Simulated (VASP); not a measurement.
Write the native input for VASP 6.6.1 that does the following.

* Task: single point
* Functional: PBE0
* Potentials or basis: VASP PAW PBE potentials, release 64 (Cd, S)
* Cutoff: 520 eV
* k mesh: 4 × 4 × 4
* Occupations: fermi-dirac, width 0.05 eV
* Spin: no spin polarisation
* Dipole correction: no
* Grid for exact exchange (PRECFOCK): Normal
* Further INCAR settings: ALGO = Normal; EDIFF = 1e-06; NBANDS = 16
* Share of exact exchange: 0.25

Crystal: CdS.

```xyz
2
Lattice="0.0000 2.7348 2.7348 2.7348 0.0000 2.7348 2.7348 2.7348 0.0000" Properties=species:S:1:pos:R:3 pbc="T T T"
Cd    0.0000    0.0000    0.0000
S     2.7348    2.7348    2.7348
```

These files were run (other wordings do the same):

POSCAR

```
CdS
1.0
    0.0000000000      2.7347652956      2.7347652956
    2.7347652956      0.0000000000      2.7347652956
    2.7347652956      2.7347652956      0.0000000000
Cd S
1 1
Direct
    0.0000000000      0.0000000000      0.0000000000
    0.5000000000      0.5000000000      0.5000000000
```

INCAR.step1

```
PREC = Accurate ; ENCUT = 520
EDIFF = 1E-5 ; ISMEAR = -1
SIGMA = 0.05 ; LREAL = False
LASPH = True ; NELM = 60
ALGO = Normal ; ISIF = 2
LWAVE = True ; LCHARG = False
GGA = PE ; NBANDS = 16
```

INCAR.step2

```
PREC = Accurate ; ENCUT = 520
EDIFF = 1E-6 ; ISMEAR = -1
SIGMA = 0.05 ; LREAL = False
LASPH = True ; NELM = 60
ALGO = Normal ; ISIF = 2
LWAVE = False ; LCHARG = False
GGA = PE ; LHFCALC = True
AEXX = 0.25 ; PRECFOCK = Normal
ISTART = 1 ; NBANDS = 16
```

KPOINTS

```
Automatic mesh
0
Gamma
  4 4 4
```

Potentials or basis: VASP PAW PBE potentials, release 64 (Cd, S).

Run with:

```bash
$ cat potpaw_PBE.64/Cd/POTCAR potpaw_PBE.64/S/POTCAR > POTCAR
$ cp INCAR.step1 INCAR
$ mpirun -np 1 vasp_std > vasp.out
$ cp INCAR.step2 INCAR
$ mpirun -np 1 vasp_std > vasp.out
```

It gave:

- Pressure: -0.3 GPa
- Band gap on the k mesh: 1.95 eV (least direct gap 3.43 eV)

Caveat: the k points lie up to 0.50 Å⁻¹ apart; the PAW data sets were made with another functional, which shifts forces and pressure a little.

Wall time 9.4 min on 1 thread of Intel Xeon 8259CL (shared host), peak memory 0.17 GiB.
